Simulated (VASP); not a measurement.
# Si4O in VASP: a series of runs

The runs below take Si4O through single point, with PBE+D3(BJ).

Everything below comes from runs of VASP 6.6.1. Logs are shortened: lines on timing, memory, paths and dates and some standing lists are left out, and cuts for length are marked.

### 1 The cell of the first run

The cell holds a slab with vacuum, 5 atoms: a = 3.833 Å, b = 3.833 Å, c = 21.103 Å, α = 90.00°, β = 90.00°, γ = 90.00°.

### 2 Single point, PBE+D3(BJ), collinear spin, ferromagnetic start

Input file INCAR:

```
SYSTEM = Si4O
  PREC = Accurate
  ENCUT = 520
  EDIFF = 1E-6
  ISMEAR = 0
  SIGMA = 0.05
  LREAL = .FALSE.
  LASPH = .TRUE.
  NELM = 150
  ALGO = Normal
  ISIF = 2
  LWAVE = .FALSE.
  LCHARG = .FALSE.
  ISPIN = 2
  MAGMOM = 0 0 0 0 2
  LORBIT = 11
  LDIPOL = .TRUE.
  IDIPOL = 3
  DIPOL = 0.5 0.5 0.327
  GGA = PE
  IVDW = 12
  NBANDS = 23
```

Input file KPOINTS:

```
Automatic mesh
0
G
  7 7 1
  0 0 0
```

Input file POSCAR:

```
Si4O
1.0
    3.8333442603      0.0000000000      0.0000000000
    0.0000000000      3.8333442603      0.0000000000
    0.0000000000      0.0000000000     21.1034818054
Si O
4 1
Direct
    0.0000000000      0.5000000000      0.1895421825
    0.0000000000      0.0000000000      0.2537634268
    0.5000000000      0.0000000000      0.3207061911
    0.5000000000      0.5000000000      0.3839879068
    0.5000000000      0.7500000000      0.4882361072
```

Potentials or basis: VASP PAW PBE potentials, release 64 (Si, O).

Started as:

```
> cat potpaw_PBE.64/Si/POTCAR potpaw_PBE.64/O/POTCAR > POTCAR
> mpirun -np 1 vasp_std > vasp.out
```

OUTCAR:

```text
SYSTEM = Si4O
   PREC = Accurate
   ENCUT = 520
   EDIFF = 1E-6
   ISMEAR = 0
   LREAL = .FALSE.
   LASPH = .TRUE.
   NELM = 150
   ISIF = 2
   ISPIN = 2
   LORBIT = 11
   GGA = PE
   IVDW = 12
 IVDW          = 12

 ion  position               nearest neighbor table
   1  0.000  0.500  0.190-   2 2.35   2 2.35
   2  0.000  0.000  0.254-   1 2.35   1 2.35   3 2.38   3 2.38
   3  0.500  0.000  0.321-   4 2.34   4 2.34   2 2.38   2 2.38
   4  0.500  0.500  0.384-   3 2.34   3 2.34   5 2.40
   5  0.500  0.750  0.488-   4 2.40

  LATTYP: Found a simple tetragonal cell.
 ALAT       =     3.8333442603
 C/A-ratio  =     5.5052404304

  Lattice vectors:

 A1 = (   3.8333442603,   0.0000000000,   0.0000000000)
 A2 = (   0.0000000000,   3.8333442603,   0.0000000000)
 A3 = (   0.0000000000,   0.0000000000,  21.1034818054)

Analysis of symmetry for initial positions (statically):
=====================================================================
 Subroutine PRICEL returns:
 Original cell was already a primitive cell.

 Routine SETGRP: Setting up the symmetry group for a
 simple tetragonal supercell.

 Subroutine GETGRP returns: Found  2 space group operations
 (whereof  2 operations were pure point group operations)
 out of a pool of 16 trial point group operations.

The static configuration has the point symmetry C_1h.

Analysis of symmetry for dynamics (positions and initial velocities):
=====================================================================
 Subroutine PRICEL returns:
 Original cell was already a primitive cell.

 Routine SETGRP: Setting up the symmetry group for a
 simple tetragonal supercell.

 Subroutine GETGRP returns: Found  2 space group operations
 (whereof  2 operations were pure point group operations)
 out of a pool of 16 trial point group operations.

The dynamic configuration has the point symmetry C_1h.

Analysis of structural, dynamic, and magnetic symmetry:
=====================================================================
 Subroutine PRICEL returns:
 Original cell was already a primitive cell.

 Routine SETGRP: Setting up the symmetry group for a
 simple tetragonal supercell.

 Subroutine GETGRP returns: Found  2 space group operations
 (whereof  2 operations were pure point group operations)
 out of a pool of 16 trial point group operations.

The overall configuration has the point symmetry C_1h.

 Subroutine INISYM returns: Found  2 space group operations
 (whereof  2 operations are pure point group operations),
 and found     1 'primitive' translations

----------------------------------------------------------------------------------------

                                     Primitive cell

  volume of cell :     310.1057

  direct lattice vectors                    reciprocal lattice vectors
     3.833344260  0.000000000  0.000000000     0.260868822  0.000000000  0.000000000
     0.000000000  3.833344260  0.000000000     0.000000000  0.260868822  0.000000000
     0.000000000  0.000000000 21.103481805     0.000000000  0.000000000  0.047385546

  length of vectors
     3.833344260  3.833344260 21.103481805     0.260868822  0.260868822  0.047385546

  position of ions in fractional coordinates (direct lattice)
     0.000000000  0.500000000  0.189542182
     0.000000000  0.000000000  0.253763427
     0.500000000  0.000000000  0.320706191
     0.500000000  0.500000000  0.383987907
     0.500000000  0.750000000  0.488236107

  ion indices of the primitive-cell ions
   primitive index   ion index
                 1           1
                 2           2
                 3           3
                 4           4
                 5           5

----------------------------------------------------------------------------------------

 KPOINTS: Automatic mesh

Automatic generation of k-mesh.
 Grid dimensions read from file:
 generate k-points for:    7    7    1

 Generating k-lattice:
[... 24 lines left out ...]
  0.428571  0.000000  0.000000      2.000000
[... 8 lines left out ...]
 -0.285714  0.428571  0.000000      4.000000
  0.428571  0.428571  0.000000      4.000000
   k-points           NKPTS =     16   k-points in BZ     NKDIM =     16   number of bands    NBANDS=     23
   number of dos      NEDOS =    301   number of ions     NIONS =      5
   total plane-waves  NPLWV = 144000
   dimension x,y,z NGX =    30 NGY =   30 NGZ =  160
   dimension x,y,z NGXF=    60 NGYF=   60 NGZF=  320
   ions per type =               4   1
   NGX,Y,Z   is equivalent  to a cutoff of  13.01, 13.01, 12.60 a.u.
   NGXF,Y,Z  is equivalent  to a cutoff of  26.02, 26.02, 25.21 a.u.
 SYSTEM =  Si4O
   PREC   = accura    normal or accurate (medium, high low for compatibility)
   ISTART =      0    job   : 0-new  1-cont  2-samecut
   ICHARG =      2    charge: 1-file 2-atom 10-const
   ISPIN  =      2    spin polarized calculation?
   LNONCOLLINEAR =      F non collinear calculations
   LSORBIT =      F    spin-orbit coupling
   LASPH  =      T    aspherical Exc in radial PAW
   ENCUT  =  520.0 eV  38.22 Ry    6.18 a.u.   7.13  7.13 39.24*2*pi/ulx,y,z
   NELM   =    150;   NELMIN=  2; NELMDL= -5     # of ELM steps
   EDIFF  = 0.1E-05   stopping-criterion for ELM
   LREAL  =      F    real-space projection
   EDIFFG = 0.1E-04   stopping-criterion for IOM
   NSW    =      0    number of steps for IOM
   IBRION =     -1    ionic relax: 0-MD 1-quasi-New 2-CG
   NFREE  =      0    steps in history (QN), initial steepest desc. (CG)
   ISIF   =      2    stress and relaxation
   ISYM   =      2    0-nonsym 1-usesym 2-fastsym
   POTIM  = 0.5000    time-step for ionic-motion
   TEBEG  =    0.0;   TEEND  =   0.0 temperature during run
   PSTRESS=    0.0 pullay stress
   NELECT =      22.0000    total number of electrons
   NUPDOWN=      -1.0000    fix difference up-down
   EMIN   =  10.00;   EMAX   =-10.00  energy-range for DOS
   EFERMI =   0.00;   METHOD = LEGACY
   ISMEAR =     0;   SIGMA  =   0.05  broadening in eV -4-tet -1-fermi 0-gaus
   EFERMI_NEDOS =   21; number of points for ismear=-14 and -15
   IALGO  =     38    algorithm
   IMIX   =      4    mixing-type and parameters
     AMIX     =   0.40;   BMIX     =  1.00
     AMIX_MAG =   1.60;   BMIX_MAG =  1.00
  volume/ion in A,a.u.               =      62.02       418.54
  Fermi-wavevector in a.u.,A,eV,Ry     =   0.677713  1.280692  6.249086  0.459295
  Thomas-Fermi vector in A             =   1.755403
   LORBIT       =     11    0 simple, 1 ext, 2 COOP (PROOUT), +10 PAW based schemes
   GGA     = PE    functional components
   LHFCALC =     F    Hartree Fock is set to
   AEXX    =    0.0000 exact exchange contribution
   IVDW    =    12    specifies the selected vdW correction
   LEPSILON=     F    determine dielectric tensor
   LRPA    =     F    only Hartree local field effects (RPA)
 spin polarized calculation
 Gauss-broadening in eV      SIGMA  =   0.05
  energy-cutoff  :      520.00
  volume of cell :      310.11
 maximum number of plane-waves:      8388
 NGX is ok and might be reduce to    30
   NGX = 15   NGY = 15   NGZ = 79

 dipolmoment           0.000000      0.000000     -0.052198 electrons x Angstroem

 number of electron      22.0000005 magnetization       1.1378037

 dipolmoment           0.000000      0.000000      0.183924 electrons x Angstroem

 Free energy of the ion-electron system (eV)
  ---------------------------------------------------
  ext. energy  EPLUGINS =         0.00000000
  ---------------------------------------------------
  free energy    TOTEN  =       -21.54470308 eV

  energy without entropy =      -21.54125017  energy(sigma->0) =      -21.54297663

 E-fermi :  -3.0448     XC(G=0):  -3.7394

 val. band max:       -3.0646530545   @ k =  -0.2857   0.4286   0.0000
 cond. band min:      -3.0243103662   @ k =   0.2857   0.2857   0.0000
 fundamental gap:      0.0403426883
 Fermi energy:        -3.0448082861

 spin component 1

 k-point     1 :       0.0000    0.0000    0.0000
  band No.  band energies     occupation
      1     -20.1763      1.00000
      2     -14.1422      1.00000
      3     -11.9661      1.00000
      4      -8.6550      1.00000
      5      -6.0620      1.00000
      6      -5.8020      1.00000
[... 405 lines left out ...]
     22       5.7782      0.00000
     23       6.1110      0.00000
 Fermi energy:        -3.0448082861

 spin component 2

 k-point     1 :       0.0000    0.0000    0.0000
  band No.  band energies     occupation
      1     -18.1694      1.00000
      2     -14.1410      1.00000
      3     -11.9627      1.00000
      4      -8.6413      1.00000
      5      -5.4229      1.00000
      6      -5.1807      1.00000
[... 405 lines left out ...]
     22       5.7747      0.00000
     23       6.1104      0.00000

------------------------ aborting loop because EDIFF is reached ----------------------------------------

 vacuum level on the upper side and lower side of the slab       (xc-potential included)         1.101        -1.106

 Edisp (eV)   -0.99533

 E8    (eV) :    -0.4235

  FORCE on cell =-STRESS in cart. coord.  units (eV):
  Direction    XX          YY          ZZ          XY          YZ          ZX
  --------------------------------------------------------------------------------------
  -------------------------------------------------------------------------------------
  Total      -4.07984    -1.54130    -7.27549     0.00000    -2.94807     0.00000
  in kB     -21.07870    -7.96322   -37.58921     0.00000   -15.23134     0.00000
  external pressure =      -22.21 kB  Pullay stress =        0.00 kB

 VOLUME and BASIS-vectors are now :
 -----------------------------------------------------------------------------
  energy-cutoff  :      520.00
  volume of cell :      310.11
      direct lattice vectors                 reciprocal lattice vectors
     3.833344260  0.000000000  0.000000000     0.260868822  0.000000000  0.000000000
     0.000000000  3.833344260  0.000000000     0.000000000  0.260868822  0.000000000
     0.000000000  0.000000000 21.103481805     0.000000000  0.000000000  0.047385546

 POSITION                                       TOTAL-FORCE (eV/Angst)
 -----------------------------------------------------------------------------------
      0.00000      1.91667      4.00000         0.000000      0.070067     -0.077340
      0.00000      0.00000      5.35529         0.000000      0.102943      0.302913
      1.91667      0.00000      6.76802         0.000000     -0.346468      0.217215
      1.91667      1.91667      8.10348         0.000000      1.464975      2.485107
      1.91667      2.87501     10.30348         0.000000     -1.291517     -2.927894
 -----------------------------------------------------------------------------------
    total drift:                                0.000000      0.000081      0.000473

  FREE ENERGIE OF THE ION-ELECTRON SYSTEM (eV)
  ---------------------------------------------------
  free  energy   TOTEN  =       -22.5400282005 eV

  energy  without entropy=      -22.5365752887  energy(sigma->0) =      -22.53830174

 vacuum level on the upper side and lower side of the slab         4.606         2.343

 total charge

# of ion       s       p       d       tot
------------------------------------------
    1        0.864   0.722   0.000   1.586
    2        0.775   0.891   0.000   1.666
    3        0.774   0.890   0.000   1.664
    4        0.823   0.699   0.000   1.523
    5        1.616   3.002   0.000   4.618
--------------------------------------------------
tot          4.852   6.205   0.000  11.057

 magnetization (x)

# of ion       s       p       d       tot
------------------------------------------
    1        0.001   0.002   0.000   0.003
    2        0.000  -0.004   0.000  -0.004
    3        0.003   0.001   0.000   0.004
    4       -0.000  -0.032   0.000  -0.032
    5        0.009   0.930   0.000   0.940
--------------------------------------------------
tot          0.014   0.897   0.000   0.911
```

It took 5.8 min on 1 thread of Intel Xeon Platinum 8488C (Sapphire Rapids), shared host; peak memory 0.58 GiB.

Results:

```yaml
Free_energy: -22.5400 eV
Largest_force: 3.200 eV/Å
Net_moment: 1.14 μB per cell
Site_moments: Si +0.00, -0.00, -0.03 (each value once); O +0.94 μB
Valence_electrons_inside_the_program's_atomic_spheres: Si 1.59, 1.67, 1.66, 1.52; O 4.62
Dispersion_energy_per_atom: -0.199 eV
```

Forces in eV/Å, atoms in the order of the input:
```
Si   0.000  0.070 -0.077
Si   0.000  0.103  0.303
Si   0.000 -0.346  0.217
Si   0.000  1.465  2.485
O    0.000 -1.292 -2.928
```

### 3 Single point, PBE+D3(BJ), collinear spin, ferromagnetic start

Input file INCAR:

```
PREC = Accurate
ENCUT = 520
EDIFF = 1E-7
ISMEAR = 0
SIGMA = 0.05
LREAL = False
LASPH = True
NELM = 150
ALGO = Normal
ISIF = 2
LWAVE = False
LCHARG = True
ISPIN = 2
MAGMOM = 0 0 0 0 2
LORBIT = 11
LDIPOL = True
IDIPOL = 3
DIPOL = 0.5 0.5 0.327
GGA = PE
IVDW = 12
LELF = True
LVHAR = True
LVACPOTAV = True
NBANDS = 23
```

Input file KPOINTS:

```
regular mesh
0
Gamma
  7 7 1
```

Edit POSCAR of step 2 so:

```diff
@@ -12,2 +12,2 @@
     0.5000000000      0.5000000000      0.3839879068
-    0.5000000000      0.7500000000      0.4882361072
+    0.7500000000      0.5000000000      0.4882361072
```

Potentials or basis: VASP PAW PBE potentials, release 64 (Si, O).

Started as:

```
> cat potpaw_PBE.64/Si/POTCAR potpaw_PBE.64/O/POTCAR > POTCAR
> mpirun -np 1 vasp_std > vasp.out
```

Wall time 7 min (1 thread of Intel Xeon Platinum 8488C (Sapphire Rapids), shared host); peak memory 0.58 GiB.

The run converged. Its results:

- Free energy: -22.6919 eV
- Largest force: 3.489 eV/Å
- Net moment: 0.99 μB per cell
- Site moments: Si -0.01, -0.00, -0.04 (each value once); O +0.89 μB
- Valence electrons inside the program's atomic spheres: Si 1.59, 1.67, 1.52 (each value once); O 4.62
- Dispersion energy per atom: -0.199 eV

Forces in eV/Å, atoms in the order of the input:
```
Si  -0.047  0.000 -0.126
Si   0.111  0.000  0.355
Si  -0.025  0.000  0.220
Si   1.012  0.000  2.877
O   -1.052  0.000 -3.327
```

Levels at points of the mesh, in eV from the Fermi level:
Spin up:
```csv
k point,band 9,band 10,band 11,band 12,band 13,band 14
"(0.00, 0.00, 0.00)",-1.33,-0.89,-0.77,0.79,1.26,1.68
```
Spin down:
| k point | band 6 | band 7 | band 8 | band 9 | band 10 | band 11 | band 12 | band 13 | band 14 | band 15 |
| --- | --- | --- | --- | --- | --- | --- | --- | --- | --- | --- |
| (0.00, 0.00, 0.00) | -2.26 | -1.93 | -0.83 | -0.60 | -0.22 | 0.46 | 0.85 | 1.30 | 1.68 | 1.98 |
